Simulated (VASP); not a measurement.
# Ti3Se (P-6m2) in VASP: density of states with revPBE

Aim: the density of states of Ti3Se with revPBE.

Program: VASP 6.6.1. These are calculated values, not measurements. Logs are shortened: lines on timing, memory, paths and dates and some standing lists are left out, and cuts for length are marked.

## Step 1: The cell of the first run

Symmetry: P-6m2, No. 187, hexagonal system. The conventional cell has a = 3.197 Å, b = 3.197 Å, c = 7.943 Å, α = 90.00°, β = 90.00°, γ = 120.00°. Ti (site symmetry 3m) has 3 Se at 2.58 Å and 9 Ti at 2.85 to 3.20 Å within 3.4 Å. Within 3.8 Å of Ti (site symmetry -6m2) lie 12 Ti at 2.85 to 3.20 Å. Se (site symmetry -6m2) has 6 Ti at 2.58 Å and 6 Se at 3.20 Å within 3.4 Å.

## Step 2: Density of states, revPBE

File POSCAR:

```
Ti3Se
1.0
    3.1974460000      0.0000000000      0.0000000000
   -1.5987230000      2.7690690000      0.0000000000
    0.0000000000      0.0000000000      7.9427450000
Ti Se
3 1
Direct
    0.3333333333      0.6666666667      0.2270980000
    0.3333333333      0.6666666667      0.7729020000
    0.6666666667      0.3333333333      0.5000000000
    0.0000000000      0.0000000000      0.0000000000
```

File INCAR.step1:

```
PREC = Accurate
ENCUT = 520
EDIFF = 1E-6
ISMEAR = 1
SIGMA = 0.1
LREAL = F
LASPH = T
NELM = 100
ALGO = Normal
ISIF = 2
LWAVE = F
LCHARG = T
LMAXMIX = 4
GGA = RE
NBANDS = 29
```

File KPOINTS.step1:

```
regular mesh
0
Gamma
  5 5 2
```

File INCAR.step2:

```
PREC = Accurate
ENCUT = 520
EDIFF = 1E-6
ISMEAR = -5
SIGMA = 0.1
LREAL = F
LASPH = T
NELM = 100
ALGO = Normal
ISIF = 2
LWAVE = F
LCHARG = F
LMAXMIX = 4
GGA = RE
LORBIT = 11
NEDOS = 1001
ICHARG = 11
```

File KPOINTS.step2:

```
regular mesh
0
Gamma
  8 8 3
```

Potentials or basis: VASP PAW PBE potentials, release 64 (Ti_sv, Se).

Command:

```sh
cat potpaw_PBE.64/Ti_sv/POTCAR potpaw_PBE.64/Se/POTCAR > POTCAR
cp INCAR.step1 INCAR
cp KPOINTS.step1 KPOINTS
mpirun -np 1 vasp_std > vasp.out
cp INCAR.step2 INCAR
cp KPOINTS.step2 KPOINTS
mpirun -np 1 vasp_std > vasp.out
```

OUTCAR:

```text
PREC = Accurate
   ENCUT = 520
   EDIFF = 1E-6
   ISMEAR = -5
   LREAL = F
   LASPH = T
   NELM = 100
   ISIF = 2
   GGA = RE
   LORBIT = 11
   ICHARG = 11

 ion  position               nearest neighbor table
   1  0.333  0.667  0.227-   4 2.58   4 2.58   4 2.58   3 2.85   3 2.85   3 2.85
   2  0.333  0.667  0.773-   4 2.58   4 2.58   4 2.58   3 2.85   3 2.85   3 2.85
   3  0.667  0.333  0.500-   1 2.85   2 2.85   1 2.85   2 2.85   1 2.85   2 2.85
   4  0.000  0.000  0.000-   1 2.58   2 2.58   1 2.58   2 2.58   1 2.58   2 2.58

  LATTYP: Found a hexagonal cell.
 ALAT       =     3.1974460000
 C/A-ratio  =     2.4840904272

  Lattice vectors:

 A1 = (   3.1974460000,   0.0000000000,   0.0000000000)
 A2 = (  -1.5987230000,   2.7690690000,   0.0000000000)
 A3 = (   0.0000000000,   0.0000000000,   7.9427450000)

Analysis of symmetry for initial positions (statically):
=====================================================================
 Subroutine PRICEL returns:
 Original cell was already a primitive cell.

 Routine SETGRP: Setting up the symmetry group for a
 hexagonal supercell.

 Subroutine GETGRP returns: Found 12 space group operations
 (whereof 12 operations were pure point group operations)
 out of a pool of 24 trial point group operations.

The static configuration has the point symmetry D_3h.

Analysis of symmetry for dynamics (positions and initial velocities):
=====================================================================
 Subroutine PRICEL returns:
 Original cell was already a primitive cell.

 Routine SETGRP: Setting up the symmetry group for a
 hexagonal supercell.

 Subroutine GETGRP returns: Found 12 space group operations
 (whereof 12 operations were pure point group operations)
 out of a pool of 24 trial point group operations.

The dynamic configuration has the point symmetry D_3h.

 Subroutine INISYM returns: Found 12 space group operations
 (whereof 12 operations are pure point group operations),
 and found     1 'primitive' translations

----------------------------------------------------------------------------------------

                                     Primitive cell

  volume of cell :      70.3247

  direct lattice vectors                    reciprocal lattice vectors
     3.197446000  0.000000000  0.000000000     0.312749613  0.180566104  0.000000000
    -1.598723000  2.769069000  0.000000000     0.000000000  0.361132207  0.000000000
[... 94 lines left out ...]
   POTIM  = 0.5000    time-step for ionic-motion
   TEBEG  =    0.0;   TEEND  =   0.0 temperature during run
   PSTRESS=    0.0 pullay stress
   NELECT =      42.0000    total number of electrons
   NUPDOWN=      -1.0000    fix difference up-down
   EMIN   =  10.00;   EMAX   =-10.00  energy-range for DOS
   EFERMI =   0.00;   METHOD = LEGACY
   ISMEAR =    -5;   SIGMA  =   0.10  broadening in eV -4-tet -1-fermi 0-gaus
   EFERMI_NEDOS =   21; number of points for ismear=-14 and -15
   IALGO  =     38    algorithm
   IMIX   =      4    mixing-type and parameters
     AMIX     =   0.40;   BMIX     =  1.00
     AMIX_MAG =   1.60;   BMIX_MAG =  1.00
  volume/ion in A,a.u.               =      17.58       118.64
  Fermi-wavevector in a.u.,A,eV,Ry     =   1.378654  2.605279 25.860427  1.900688
  Thomas-Fermi vector in A             =   2.503696
   LORBIT       =     11    0 simple, 1 ext, 2 COOP (PROOUT), +10 PAW based schemes
   GGA     = RE    functional components
   LHFCALC =     F    Hartree Fock is set to
   AEXX    =    0.0000 exact exchange contribution
   IVDW    =     0    specifies the selected vdW correction
   LEPSILON=     F    determine dielectric tensor
   LRPA    =     F    only Hartree local field effects (RPA)
 non-spin polarized calculation
 Fermi weights with tetrahedron method with Bloechl corrections
  energy-cutoff  :      520.00
  volume of cell :       70.32
 maximum number of plane-waves:      1911
 NGX is ok and might be reduce to    24

 number of electron      42.0000000 magnetization

 Free energy of the ion-electron system (eV)
  ---------------------------------------------------
  ext. energy  EPLUGINS =         0.00000000
  ---------------------------------------------------
  free energy    TOTEN  =       -27.53915048 eV

  energy without entropy =      -27.53915048  energy(sigma->0) =      -27.53915048

 E-fermi :   8.1625     XC(G=0): -11.2794

 val. band max:        8.1699534221   @ k =   0.1250   0.0000   0.0000
 cond. band min:       8.1345210430   @ k =   0.2500   0.2500   0.0000
 fundamental gap:     -0.0354323791
 Fermi energy:         8.1624681913

 k-point     1 :       0.0000    0.0000    0.0000
  band No.  band energies     occupation
      1     -49.0076      2.00000
      2     -48.9876      2.00000
      3     -48.8384      2.00000
      4     -25.4464      2.00000
      5     -25.3530      2.00000
      6     -25.0551      2.00000
[... 549 lines left out ...]
     24       9.5160      0.00000
     25       9.8144      0.00000

------------------------ aborting loop because EDIFF is reached ----------------------------------------

  FORCE on cell =-STRESS in cart. coord.  units (eV):
  Direction    XX          YY          ZZ          XY          YZ          ZX
  --------------------------------------------------------------------------------------
  -------------------------------------------------------------------------------------
  Total        0.9044403      0.9044400      0.7182875      0.0000000      0.0000000      0.0000000
  in kB       20.6054863     20.6054794     16.3644455      0.0000000      0.0000000      0.0000000
  external PRESSURE =      19.1918037 kB  Pullay stress =       0.0000000 kB

 VOLUME and BASIS-vectors are now :
 -----------------------------------------------------------------------------
  energy-cutoff  :      520.00
  volume of cell :       70.32
      direct lattice vectors                 reciprocal lattice vectors
     3.197446000  0.000000000  0.000000000     0.312749613  0.180566104  0.000000000
    -1.598723000  2.769069000  0.000000000     0.000000000  0.361132207  0.000000000
     0.000000000  0.000000000  7.942745000     0.000000000  0.000000000  0.125901058

 POSITION                                       TOTAL-FORCE (eV/Angst)
 -----------------------------------------------------------------------------------
     -0.00000      1.84605      1.80378         0.000000      0.000000      0.037308
     -0.00000      1.84605      6.13896         0.000000      0.000000     -0.037308
      1.59872      0.92302      3.97137        -0.000000     -0.000000      0.000000
      0.00000      0.00000      0.00000         0.000000     -0.000000      0.000000
 -----------------------------------------------------------------------------------
    total drift:                                0.003596     -0.002070      0.000000

  FREE ENERGIE OF THE ION-ELECTRON SYSTEM (eV)
  ---------------------------------------------------
  free  energy   TOTEN  =       -27.5391504805 eV

  energy  without entropy=      -27.5391504805  energy(sigma->0) =      -27.53915048

 total charge

# of ion       s       p       d       tot
------------------------------------------
    1        2.192   6.124   1.894  10.210
    2        2.192   6.124   1.894  10.210
    3        2.231   6.115   1.796  10.142
    4        1.442   2.481   0.080   4.003
--------------------------------------------------
tot          8.058  20.844   5.663  34.564
```

OUTCAR.step1:

```text
PREC = Accurate
   ENCUT = 520
   EDIFF = 1E-6
   ISMEAR = 1
   LREAL = F
[... 533 lines left out ...]
     -0.00000      1.84605      1.80378        -0.000000     -0.000000      0.070493
     -0.00000      1.84605      6.13896         0.000000     -0.000000     -0.070493
      1.59872      0.92302      3.97137         0.000000     -0.000000     -0.000000
      0.00000      0.00000      0.00000        -0.000000      0.000000     -0.000000
 -----------------------------------------------------------------------------------
    total drift:                                0.000000      0.000006     -0.000000

  FREE ENERGIE OF THE ION-ELECTRON SYSTEM (eV)
  ---------------------------------------------------
  free  energy   TOTEN  =       -27.5370059125 eV

  energy  without entropy=      -27.5365735846  energy(sigma->0) =      -27.53686180
```

It took 46 s on 1 thread of Intel Xeon 6975P-C, shared host; peak memory 0.18 GiB.

Results:

```
Valence electrons inside the program's atomic spheres : Ti 10.21, 10.14; Se 4.00
```

Caveat: the k points lie up to 0.45 Å⁻¹ apart; the PAW data sets were made with another functional, which shifts forces and pressure a little; tetrahedron occupations give inexact forces and stress in metals.
